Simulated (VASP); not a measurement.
# Ga8P8H (a cell with a defect) in VASP: a series of runs, part 2 of 2

VASP 6.6.1. Earlier steps stand in the parts before.

## 5. Single point, PBE

Contents of INCAR:

```
  PREC = Accurate
  ENCUT = 520
  EDIFF = 1E-6
  ISMEAR = 0
  SIGMA = 0.01
  LREAL = Auto
  LASPH = T
  NELM = 80
  ALGO = Normal
  ISIF = 2
  LWAVE = F
  LCHARG = F
  GGA = PE
  NBANDS = 86
  NELECT = 144.0
```

Contents of KPOINTS:

```
Automatic mesh
0
Gamma
  3 3 3
```

Contents of POSCAR:

```
Ga8P8H
1.0
    0.0000000000      5.5051169764     -5.5051169764
    5.5051169764      5.5051169764      0.0000000000
    5.5051169764      0.0000000000     -5.5051169764
Ga P H
8 8 1
Direct
    0.4969608382      0.4969608382      0.0030391618
    0.4969608382      0.0030391618      0.0030391618
    1.0030391618      0.4969608382      0.0030391618
    1.0000000000      0.0000000000      0.0000000000
    0.5000000000      0.5000000000      0.5000000000
    0.4969608382      0.0030391618      0.4969608382
    1.0030391618      0.4969608382      0.4969608382
    1.0030391618      0.0030391618      0.4969608382
    0.3755239515      0.3755239515      0.3755239515
    0.3755239515      0.8734281454      0.3755239515
    0.8734281454      0.3755239515      0.3755239515
    0.8723791386      0.8723791386      0.3828625843
    0.3755239515      0.3755239515      0.8734281454
    0.3828625843      0.8723791386      0.8723791386
    0.8723791386      0.3828625843      0.8723791386
    0.8723791386      0.8723791386      0.8723791386
    0.7500000000      0.7500000000      0.7500000000
```

Potentials or basis: VASP PAW PBE potentials, release 64 (Ga_d, P, H).

Command:

```bash
cat potpaw_PBE.64/Ga_d/POTCAR potpaw_PBE.64/P/POTCAR potpaw_PBE.64/H/POTCAR > POTCAR
mpirun -np 1 vasp_std > vasp.out
```

OUTCAR:

```text
PREC = Accurate
   ENCUT = 520
   EDIFF = 1E-6
   ISMEAR = 0
   LREAL = Auto
   LASPH = T
   NELM = 80
   ISIF = 2
   GGA = PE
   NELECT = 144.0

 ion  position               nearest neighbor table
   1  0.497  0.497  0.003-   9 2.37  13 2.37  14 2.39  15 2.39
   2  0.497  0.003  0.003-  10 2.37  13 2.37  14 2.39  16 2.39
   3  0.003  0.497  0.003-  11 2.37  13 2.37  15 2.39  16 2.39
   4  0.000  0.000  0.000-  16 2.43  14 2.43  15 2.43  12 2.43
[... 569 lines left out ...]
  Total       -8.4263875     -8.4263875     -8.4263875     -0.0000000      0.0000000     -0.0000000
  in kB      -40.4596719    -40.4596719    -40.4596719     -0.0000000      0.0000000     -0.0000000
  external PRESSURE =     -40.4596719 kB  Pullay stress =       0.0000000 kB

 VOLUME and BASIS-vectors are now :
 -----------------------------------------------------------------------------
  energy-cutoff  :      520.00
  volume of cell :      333.68
      direct lattice vectors                 reciprocal lattice vectors
     0.000000000  5.505116976 -5.505116976    -0.090824591  0.090824591 -0.090824591
     5.505116976  5.505116976  0.000000000     0.090824591  0.090824591  0.090824591
     5.505116976  0.000000000 -5.505116976     0.090824591 -0.090824591 -0.090824591

 POSITION                                       TOTAL-FORCE (eV/Angst)
 -----------------------------------------------------------------------------------
      2.75256      5.47166     -2.75256        -0.000000      0.009333      0.000000
      0.03346      2.75256     -2.75256        -0.009333     -0.000000      0.000000
      2.75256      2.75256     -0.03346        -0.000000     -0.000000      0.009333
      0.00000      0.00000      0.00000        -0.000000     -0.000000      0.000000
      5.50512      5.50512     -5.50512        -0.000000     -0.000000      0.000000
      2.75256      2.75256     -5.47166        -0.000000     -0.000000     -0.009333
[... 9 lines left out ...]
      9.60510      9.60510     -9.60510         0.000677      0.000677     -0.000677
      8.25768      8.25768     -8.25768        -0.000000     -0.000000      0.000000
 -----------------------------------------------------------------------------------
    total drift:                               -0.000019     -0.000019      0.000019

  FREE ENERGIE OF THE ION-ELECTRON SYSTEM (eV)
  ---------------------------------------------------
  free  energy   TOTEN  =       -78.5009326354 eV

  energy  without entropy=      -78.4974512819  energy(sigma->0) =      -78.49919196
```

OSZICAR:

```text
N       E                     dE             d eps       ncg     rms          rms(c)
DAV:   1     0.157591326924E+04    0.15759E+04   -0.61754E+04   770   0.247E+03
DAV:   2     0.281018600460E+03   -0.12949E+04   -0.12501E+04   696   0.714E+02
DAV:   3    -0.497042042353E+02   -0.33072E+03   -0.31354E+03   872   0.225E+02
[... 15 lines left out ...]
DAV:  19    -0.785009367146E+02   -0.19370E-05   -0.23998E-05   884   0.257E-02    0.400E-02
DAV:  20    -0.785009420278E+02   -0.53132E-05   -0.95129E-07   504   0.118E-02    0.497E-02
DAV:  21    -0.785009362759E+02    0.57519E-05   -0.33016E-06   652   0.396E-02    0.364E-02
DAV:  22    -0.785009334287E+02    0.28472E-05   -0.34495E-06   570   0.898E-03    0.294E-02
DAV:  23    -0.785009326354E+02    0.79329E-06   -0.14123E-06   444   0.159E-02
   1 F= -.78500933E+02 E0= -.78499192E+02  d E =-.348135E-02
```

It took 2.7 min on 1 thread of Intel Xeon 6975P-C (Granite Rapids), shared host; peak memory 0.51 GiB.

What came out:

* Free energy: -78.5009 eV
* Largest force: 0.020 eV/Å

Forces in eV/Å, atoms in the order of the input:
```
Ga   0.000  0.009  0.000
Ga  -0.009  0.000  0.000
Ga   0.000  0.000  0.009
Ga   0.000  0.000  0.000
Ga   0.000  0.000  0.000
Ga   0.000  0.000 -0.009
Ga   0.009  0.000  0.000
Ga   0.000 -0.009  0.000
P    0.012  0.012 -0.012
P   -0.012 -0.012 -0.012
P    0.012 -0.012  0.012
P   -0.001  0.001  0.001
P   -0.012  0.012  0.012
P    0.001 -0.001  0.001
P   -0.001 -0.001 -0.001
P    0.001  0.001 -0.001
H    0.000  0.000  0.000
```

Levels at points of the mesh, in eV from the Fermi level:
```csv
k point,band 68,band 69,band 70,band 71,band 72,band 73,band 74,band 75,band 76,band 77
"(0.00, 0.00, 0.00)",-0.70,-0.70,-0.70,0.34,0.34,0.34,1.95,2.00,2.00,2.00
```

Caveat: the cell carries a net charge on a neutralising background, which shifts energy and pressure; the cell is charged against a uniform background, so pressure and absolute levels hang on convention.

## 6. Single point, PBE

Contents of INCAR:

```
SYSTEM = Ga8P8H
PREC = Accurate
ENCUT = 520
EDIFF = 1E-6
ISMEAR = 0
SIGMA = 0.01
LREAL = Auto
LASPH = .TRUE.
NELM = 80
ALGO = Normal
ISIF = 2
LWAVE = .FALSE.
LCHARG = .FALSE.
GGA = PE
NELECT = 146.0
NBANDS = 86
```

Contents of KPOINTS:

```
regular mesh
0
G
  3 3 3
  0 0 0
```

Contents of POSCAR:

```
Ga8P8H
1.0
    0.0000000000      5.5051169764     -5.5051169764
    5.5051169764      5.5051169764      0.0000000000
    5.5051169764      0.0000000000     -5.5051169764
Ga P H
8 8 1
Direct
    0.5025123876      0.5025123876     -0.0025123876
    0.5025123876     -0.0025123876     -0.0025123876
    0.9974876124      0.5025123876     -0.0025123876
    1.0000000000      0.0000000000      0.0000000000
    0.5000000000      0.5000000000      0.5000000000
    0.5025123876     -0.0025123876      0.5025123876
    0.9974876124      0.5025123876      0.5025123876
    0.9974876124     -0.0025123876      0.5025123876
    0.3744188241      0.3744188241      0.3744188241
    0.3744188241      0.8767435278      0.3744188241
    0.8767435278      0.3744188241      0.3744188241
    0.8741434683      0.8741434683      0.3775695950
    0.3744188241      0.3744188241      0.8767435278
    0.3775695950      0.8741434683      0.8741434683
    0.8741434683      0.3775695950      0.8741434683
    0.8741434683      0.8741434683      0.8741434683
    0.7500000000      0.7500000000      0.7500000000
```

Potentials or basis: VASP PAW PBE potentials, release 64 (Ga_d, P, H).

Command:

```bash
cat potpaw_PBE.64/Ga_d/POTCAR potpaw_PBE.64/P/POTCAR potpaw_PBE.64/H/POTCAR > POTCAR
mpirun -np 1 vasp_std > vasp.out
```

It took 1.8 min on 1 thread of Intel Xeon 6975P-C (Granite Rapids), shared host; peak memory 0.5 GiB.

Results (log left out):

- Free energy: -68.8258 eV
- Largest force: 0.008 eV/Å

Forces in eV/Å, atoms in the order of the input:
```
Ga   0.000  0.002  0.000
Ga  -0.002  0.000  0.000
Ga   0.000  0.000  0.002
Ga   0.000  0.000  0.000
Ga   0.000  0.000  0.000
Ga   0.000  0.000 -0.002
Ga   0.002  0.000  0.000
Ga   0.000 -0.002  0.000
P   -0.001 -0.001  0.001
P    0.001  0.001  0.001
P   -0.001  0.001 -0.001
P   -0.004  0.004  0.004
P    0.001 -0.001 -0.001
P    0.004 -0.004  0.004
P   -0.004 -0.004 -0.004
P    0.004  0.004 -0.004
H    0.000  0.000  0.000
```

Levels at points of the mesh, in eV from the Fermi level:
| k point | band 71 | band 72 | band 73 | band 74 | band 75 | band 76 |
| --- | --- | --- | --- | --- | --- | --- |
| (0.00, 0.00, 0.00) | -1.38 | -1.38 | -1.38 | 0.14 | 0.14 | 0.14 |

Caveat: the cell carries a net charge on a neutralising background, which shifts energy and pressure; the cell is charged against a uniform background, so pressure and absolute levels hang on convention.
